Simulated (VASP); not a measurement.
# Sc4InSb (P4/mmm) in VASP: further runs, part 2 of 2

VASP 6.6.1.

**3. Single point, PBE**

This run uses another cell than the first one, of 20.30 Å³/atom.

File INCAR:

```
PREC     = Accurate       # precision mode
ENCUT    = 520            # plane-wave cutoff, eV
EDIFF    = 1E-6           # SCF threshold, eV
ISMEAR   = 0              # smearing method
SIGMA    = 0.1            # smearing width, eV
LREAL    = F              # projectors in reciprocal space
LASPH    = T              # aspherical terms in the spheres
NELM     = 100            # most SCF steps
ALGO     = Normal         # electronic algorithm
ISIF     = 2              # what is computed and relaxed
LWAVE    = F              # write WAVECAR
LCHARG   = F              # write CHGCAR
GGA      = PE             # functional
NBANDS   = 40             # bands
```

File KPOINTS:

```
regular mesh
0
Gamma
  4 4 4
```

File POSCAR:

```
Sc4InSb
1.0
    4.3862500000      0.0000000000      0.0000000000
    0.0000000000      4.3862500000      0.0000000000
    0.0000000000      0.0000000000      6.3314444200
Sc In Sb
4 1 1
Direct
    0.5000000000      0.0000000000      0.2657380100
    0.5000000000      0.0000000000      0.7342619900
    0.0000000000      0.5000000000      0.7342619900
    0.0000000000      0.5000000000      0.2657380100
    0.0000000000      0.0000000000      0.5000000000
    0.5000000000      0.5000000000      0.0000000000
```

Potentials or basis: VASP PAW PBE potentials, release 64 (Sc_sv, In_d, Sb).

Started as:

```bash
$ cat potpaw_PBE.64/Sc_sv/POTCAR potpaw_PBE.64/In_d/POTCAR potpaw_PBE.64/Sb/POTCAR > POTCAR
$ mpirun -np 1 vasp_std > vasp.out
```

OUTCAR:

```text
PREC = Accurate
   ENCUT = 520
   EDIFF = 1E-6
   ISMEAR = 0
   LREAL = F
   LASPH = T
   NELM = 100
   ISIF = 2
   GGA = PE

 ion  position               nearest neighbor table
   1  0.500  0.000  0.266-   5 2.65   5 2.65   6 2.76   6 2.76   2 2.97   4 3.10   4 3.10   4 3.10
                             4 3.10   2 3.37
   2  0.500  0.000  0.734-   5 2.65   5 2.65   6 2.76   6 2.76   1 2.97   3 3.10   3 3.10   3 3.10
                             3 3.10   1 3.37
   3  0.000  0.500  0.734-   5 2.65   5 2.65   6 2.76   6 2.76   4 2.97   2 3.10   2 3.10   2 3.10
                             2 3.10   4 3.37
[... 979 lines left out ...]
  Total       22.5155316     22.5155316     20.8183558      0.0000000      0.0000000      0.0000000
  in kB      296.1441968    296.1441968    273.8214385      0.0000000      0.0000000      0.0000000
  external PRESSURE =     288.7032774 kB  Pullay stress =       0.0000000 kB

 VOLUME and BASIS-vectors are now :
 -----------------------------------------------------------------------------
  energy-cutoff  :      520.00
  volume of cell :      121.81
      direct lattice vectors                 reciprocal lattice vectors
     4.386250000  0.000000000  0.000000000     0.227985181  0.000000000  0.000000000
     0.000000000  4.386250000  0.000000000     0.000000000  0.227985181  0.000000000
     0.000000000  0.000000000  6.331444420     0.000000000  0.000000000  0.157941843

 POSITION                                       TOTAL-FORCE (eV/Angst)
 -----------------------------------------------------------------------------------
      2.19313      0.00000      1.68251        -0.000000      0.000000     -1.015584
      2.19313      0.00000      4.64894         0.000000      0.000000      1.015584
      0.00000      2.19313      4.64894         0.000000     -0.000000      1.015584
      0.00000      2.19313      1.68251        -0.000000     -0.000000     -1.015584
      0.00000      0.00000      3.16572        -0.000000      0.000000      0.000000
      2.19313      2.19313      0.00000        -0.000000      0.000000      0.000000
 -----------------------------------------------------------------------------------
    total drift:                                0.000000      0.000000      0.000000

  FREE ENERGIE OF THE ION-ELECTRON SYSTEM (eV)
  ---------------------------------------------------
  free  energy   TOTEN  =       -30.5728337338 eV

  energy  without entropy=      -30.5414350608  energy(sigma->0) =      -30.55713440
```

stdout:

```text
POSCAR found type information on POSCAR ScInSb
 POSCAR found :  3 types and       6 ions
 scaLAPACK will be used
 LDA part: xc-table for (Slater+PW92), standard interpolation
 POSCAR, INCAR and KPOINTS ok, starting setup
 FFT: planning ... GRIDC
 FFT: planning ... GRID_SOFT
 FFT: planning ... GRID
 WAVECAR not read
 entering main loop
```

It took 2.6 min on 1 thread of Intel Xeon 8259CL, shared host; peak memory 0.28 GiB.

What came out:

| Quantity | Value |
| --- | --- |
| Free energy | -30.5728 eV |
| Pressure | 28.9 GPa |
| Largest force | 1.016 eV/Å |
| Band gap on the k mesh | zero (bands 31 and 32 overlap by 0.96 eV) |

Forces in eV/Å, atoms in the order of the input:
```
Sc   0.000  0.000 -1.016
Sc   0.000  0.000  1.016
Sc   0.000  0.000  1.016
Sc   0.000  0.000 -1.016
In   0.000  0.000  0.000
Sb   0.000  0.000  0.000
```

Levels at points of the mesh, in eV from the Fermi level:
```
           k point  band 27  band 28  band 29  band 30  band 31  band 32  band 33  band 34  band 35  band 36
(0.00, 0.00, 0.00)    -2.32    -1.43    -0.79    -0.79    -0.36    -0.26     0.00     0.04     2.12     2.12
(0.50, 0.00, 0.00)    -2.58    -1.63    -1.02    -0.36    -0.01     0.55     0.75     1.24     1.27     1.29
(0.50, 0.50, 0.00)    -1.26    -1.13    -1.05    -1.05    -0.04    -0.04     0.12     0.12     0.19     1.74
(0.00, 0.00, 0.50)    -2.70    -1.19    -1.19    -0.64    -0.19    -0.16    -0.10     1.43     1.59     2.12
(0.50, 0.00, 0.50)    -1.97    -1.31    -0.98     0.55     0.69     0.75     0.81     1.11     1.51     1.57
(0.50, 0.50, 0.50)    -2.42    -2.42    -1.38    -1.02     0.38     0.54     0.54     0.57     0.57     1.65
```

Caveat: the cell stands under pressure; spin-orbit coupling is left out, which moves the levels of the heavy elements; forces of over 1 eV/Å act on the atoms, so gaps and moduli don't describe the material at rest.

**4. Single point, PBE**

This run uses another cell than the first one, of 26.63 Å³/atom.

File INCAR:

```
  ALGO = Fast
  EDIFF = 1E-6
  ENCUT = 520
  GGA = PE
  ISIF = 2
  ISMEAR = 0
  LASPH = True
  LCHARG = False
  LREAL = False
  LWAVE = False
  NBANDS = 40
  NELM = 100
  PREC = Accurate
  SIGMA = 0.1
```

File KPOINTS:

```
k-points
0
Gamma
  8 8 6
```

File POSCAR:

```
Sc4InSb
1.0
    4.8456955533      0.0000000000      0.0000000000
    0.0000000000      4.8456955533      0.0000000000
    0.0000000000      0.0000000000      6.8040024842
Sc In Sb
4 1 1
Direct
    0.5000000000      0.0000000000      0.2533981531
    0.5000000000      0.0000000000      0.7466018469
    0.0000000000      0.5000000000      0.7466018469
    0.0000000000      0.5000000000      0.2533981531
    0.0000000000      0.0000000000      0.5000000000
    0.5000000000      0.5000000000      0.0000000000
```

Potentials or basis: VASP PAW PBE potentials, release 64 (Sc_sv, In_d, Sb).

Started as:

```bash
$ cat potpaw_PBE.64/Sc_sv/POTCAR potpaw_PBE.64/In_d/POTCAR potpaw_PBE.64/Sb/POTCAR > POTCAR
$ mpirun -np 1 vasp_std > vasp.out
```

OUTCAR:

```text
EDIFF = 1E-6
   ENCUT = 520
   GGA = PE
   ISIF = 2
   ISMEAR = 0
   LASPH = True
   LREAL = False
   NELM = 100
   PREC = Accurate

 ion  position               nearest neighbor table
   1  0.500  0.000  0.253-   5 2.95   5 2.95   6 2.97   6 2.97   2 3.36   4 3.43   4 3.43   4 3.43
                             4 3.43
   2  0.500  0.000  0.747-   5 2.95   5 2.95   6 2.97   6 2.97   1 3.36   3 3.43   3 3.43   3 3.43
                             3 3.43
[... 1247 lines left out ...]
  -------------------------------------------------------------------------------------
  Total        0.1003556      0.1003556      0.1075515      0.0000000      0.0000000      0.0000000
  in kB        1.0064114      1.0064114      1.0785755      0.0000000      0.0000000      0.0000000
  external PRESSURE =       1.0304661 kB  Pullay stress =       0.0000000 kB

 VOLUME and BASIS-vectors are now :
 -----------------------------------------------------------------------------
  energy-cutoff  :      520.00
  volume of cell :      159.76
      direct lattice vectors                 reciprocal lattice vectors
     4.845695553  0.000000000  0.000000000     0.206368722  0.000000000  0.000000000
     0.000000000  4.845695553  0.000000000     0.000000000  0.206368722  0.000000000
     0.000000000  0.000000000  6.804002484     0.000000000  0.000000000  0.146972316

 POSITION                                       TOTAL-FORCE (eV/Angst)
 -----------------------------------------------------------------------------------
      2.42285      0.00000      1.72412        -0.000000     -0.000000      0.008709
      2.42285      0.00000      5.07988        -0.000000      0.000000     -0.008709
      0.00000      2.42285      5.07988         0.000000     -0.000000     -0.008709
      0.00000      2.42285      1.72412         0.000000      0.000000      0.008709
      0.00000      0.00000      3.40200        -0.000000      0.000000      0.000000
      2.42285      2.42285      0.00000        -0.000000      0.000000      0.000000
 -----------------------------------------------------------------------------------
    total drift:                                0.000000      0.000000      0.000000

  FREE ENERGIE OF THE ION-ELECTRON SYSTEM (eV)
  ---------------------------------------------------
  free  energy   TOTEN  =       -33.4546138717 eV

  energy  without entropy=      -33.4130949340  energy(sigma->0) =      -33.43385440
```

Run time: 26 min. Hardware: 1 thread of Intel Xeon 8259CL, shared host; peak memory 0.5 GiB.

What came out:

| Item | Value |
| --- | --- |
| Free energy | -33.4546 eV |
| Pressure | 0.1 GPa |
| Largest force | 0.009 eV/Å |
| Band gap on the k mesh | zero (bands 31 and 32 overlap by 0.64 eV) |

Forces on the atoms (eV/Å):
```
Sc   0.000  0.000  0.009
Sc   0.000  0.000 -0.009
Sc   0.000  0.000 -0.009
Sc   0.000  0.000  0.009
In   0.000  0.000  0.000
Sb   0.000  0.000  0.000
```

Caveat: spin-orbit coupling is left out, which moves the levels of the heavy elements.

**5. Summary**

```csv
cell,k mesh,gap on the mesh (eV),pressure (GPa),largest force (eV/Å)
"a = 4.844, b = 4.844, c = 6.793 Å, 6 atoms, atomic positions A",4 × 4 × 4,none,0.3,-
"a = 4.386, b = 4.386, c = 6.331 Å, 6 atoms, atomic positions B",4 × 4 × 4,none,28.9,1.02
"a = 4.846, b = 4.846, c = 6.804 Å, 6 atoms, atomic positions A",8 × 8 × 6,none,0.1,0.01
```

Alike in all rows: task single point; level PBE; potentials or basis VASP PAW PBE potentials, release 64 (Sc_sv, In_d, Sb); no spin polarisation; cutoff (eV) 520; smearing gaussian 0.1 eV.

Caveats: spin-orbit coupling is left out, which moves the levels of the heavy elements; the cell stands under pressure (at least some runs); forces of over 1 eV/Å act on the atoms, so gaps and moduli don't describe the material at rest (at least some runs).

Absolute energies hang on the potentials; compare differences alone.
